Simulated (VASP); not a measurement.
Runs of VASP 6.6.1 on Hf. The structure is that of space group Im-3m (No. 229), or close to it. The cells are those of the table. 

```tsv
cell	gap on the mesh (eV)	pressure (GPa)
a = 3.001 Å, angles 109.5°, 1 atom	none	6.5
a = 3.094 Å, angles 109.5°, 1 atom	none	(a)
a = 3.124 Å, angles 109.5°, 1 atom	none	-5.7
a = 3.064 Å, angles 109.5°, 1 atom	none	-0.4
```

Alike in all rows: task single point; level r2SCAN; potentials or basis VASP PAW PBE potentials, release 64 (Hf_pv); no spin polarisation; k mesh 16 × 16 × 16; cutoff (eV) 520; smearing gaussian 0.1 eV.

Problem. Estimate the missing entries.

Solution. (a) -3.2.

Caveats: the PAW data sets were made with another functional, which shifts forces and pressure a little; spin-orbit coupling is left out, which moves the levels of the heavy elements.

A k mesh can miss the band edges, and the runs leave out spin-orbit coupling on Hf.

A gap of «none» marks levels without a gap at the run's occupations.
